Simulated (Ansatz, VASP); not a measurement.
One calculation of AgI, two programs

The input INCAR:

```
SYSTEM = AgI
ALGO = Normal ; EDIFF = 1E-7
EDIFFG = -0.002 ; ENCUT = 500
GGA = PE ; GGA_COMPAT = .FALSE.
IBRION = 2 ; ISIF = 3
ISMEAR = 0 ; LASPH = .TRUE.
LCHARG = .FALSE. ; LREAL = .FALSE.
LWAVE = .FALSE. ; NELM = 120
NELMIN = 4 ; NSW = 100
PREC = Accurate ; SIGMA = 0.01
```

Contents of KPOINTS:

```
k-points
0
G
  6 6 4
  0 0 0
```

The input POSCAR:

```
AgI
1.0
    4.5900000000      0.0000000000      0.0000000000
   -2.2950000000      3.9750566034      0.0000000000
    0.0000000000      0.0000000000      7.5200000000
Ag I
2 2
Direct
    0.6666666667      0.3333333333      0.6300000000
    0.3333333333      0.6666666667      0.1300000000
    0.6666666667      0.3333333333      0.0000000000
    0.3333333333      0.6666666667      0.5000000000
```

Input for Ansatz:

```yaml
crystal:
  lattice:
    - [4.59000000001, 0.0, 0.0]
    - [-2.29500000001, 3.97505660338, 0.0]
    - [0.0, 0.0, 7.52]
  atoms:
    - { symbol: Ag, position: [0.666666666667, 0.333333333333, 0.63] }
    - { symbol: Ag, position: [0.333333333333, 0.666666666667, 0.13] }
    - { symbol: I, position: [0.666666666667, 0.333333333333, 0.0] }
    - { symbol: I, position: [0.333333333333, 0.666666666667, 0.5] }
kpoints:
  mp_grid: { grid: [6, 6, 4] }
scf:
  occupations: { method: fixed }
hamiltonian:
  xc: pbe
  pseudopotentials: { kind: paw }
relax:
  f_tol: 0.002
  max_steps: 80
  cell: {}
output:
  forces: true
  stress: true
```

Alike in both runs: task relaxation of cell and atoms; functional PBE; k mesh 6 × 6 × 4; no spin polarisation.

|  | VASP | Ansatz |
| --- | --- | --- |
| version | VASP 6.6.1 | Ansatz 0.2.0 |
| potentials or method | VASP PAW PBE potentials, release 64 (Ag, I) | PAW with Ansatz's default frozen-core files, scalar-relativistic |
| plane-wave cutoff (eV) | 500 | 420 |
| occupations | gaussian, width 0.01 eV | fixed |
| valence electrons in the cell | 36 | 72 |

Ansatz gave:

```
relaxed volume (Å³/atom)                                        : 36.44
relaxed length of the cell vector where the two differ most in proportion (Å) : 7.665
```

Q: Estimate VASP's values.

A: Relaxed volume (Å³/atom): 36.37; relaxed length of the cell vector where the two differ most in proportion (Å): 7.658.

VASP's potentials hold 36 valence electrons a cell and Ansatz's 72, so a difference there can come from the potentials and not from the codes.

Neither program's run includes spin-orbit coupling.
